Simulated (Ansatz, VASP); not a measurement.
**One calculation of GaN, two programs**

File INCAR:

```
  ALGO = Normal
  EDIFF = 1E-8
  ENCUT = 520
  GGA = PS
  ISIF = 2
  ISMEAR = -1
  LASPH = T
  LCHARG = F
  LEFG = T
  LREAL = F
  LWAVE = F
  NBANDS = 16
  NELM = 80
  PREC = Accurate
  SIGMA = 0.02
```

The input KPOINTS:

```
k-points
0
Gamma
  13 13 13
```

The input POSCAR:

```
GaN
1.0
    0.0398500000      2.0124250000      2.0124250000
    2.0124250000      0.0398500000      2.0124250000
    2.0124250000      2.0124250000      0.0398500000
Ga N
1 1
Direct
    0.5000000000      0.5000000000      0.5000000000
    0.0000000000      0.0000000000      0.0000000000
```

Input for Ansatz:

```yaml
crystal:
  lattice:
    - [0.03985, 2.012425, 2.012425]
    - [2.012425, 0.03985, 2.012425]
    - [2.012425, 2.012425, 0.03985]
  atoms:
    - { symbol: Ga, position: [0.5, 0.5, 0.5] }
    - { symbol: "N", position: [0.0, 0.0, 0.0] }
kpoints:
  mp_grid: { grid: [13, 13, 13] }
scf:
  occupations: { method: fermi_dirac, width: 0.02 }
hamiltonian:
  xc: pbesol
  pseudopotentials: { kind: paw }
output:
  forces: true
  stress: true
  eigenvalues: true
  efg: { contact_densities: true }
  write_density: true
  write_potential: true
  elf: true
  volumetric_format: npy
```

Change from the starting cell: equal xy, yz and zx shear strains of +2 %, PAW files.

Alike in both runs: task electric field gradients; functional PBEsol; k mesh 13 × 13 × 13; occupations fermi-dirac, width 0.02 eV; no spin polarisation.

|  | VASP | Ansatz |
| --- | --- | --- |
| version | VASP 6.6.1 | Ansatz 0.2.0 |
| potentials or method | VASP PAW PBE potentials, release 64 (Ga_d, N) | PAW with Ansatz's default frozen-core files, scalar-relativistic |
| plane-wave cutoff (eV) | 520 | 420 |
| valence electrons in the cell | 18 | 18 |

VASP gave:

| Item | Value |
| --- | --- |
| gap on the k mesh at the Fermi level (eV) | 1.69 |
| pressure (GPa) | 59.6 |
| traceless stress, the component that is largest in VASP (GPa) | -5.47 |
| size of Vzz on the site where it differs most (V/Å²) | 4.2 |

Problem. What did Ansatz give for the same quantities?

Solution. gap on the k mesh at the Fermi level (eV): 1.70; pressure (GPa): 58.8; traceless stress, the component that is largest in VASP (GPa): -5.47; size of Vzz on the site where it differs most (V/Å²): 6.3.

VASP's potentials were made for PBE, not for PBEsol. Both programs put the cell under a high pressure, so it lies far from rest at this level. The functional is the same, so the differences come from potentials, cutoffs and numerics.
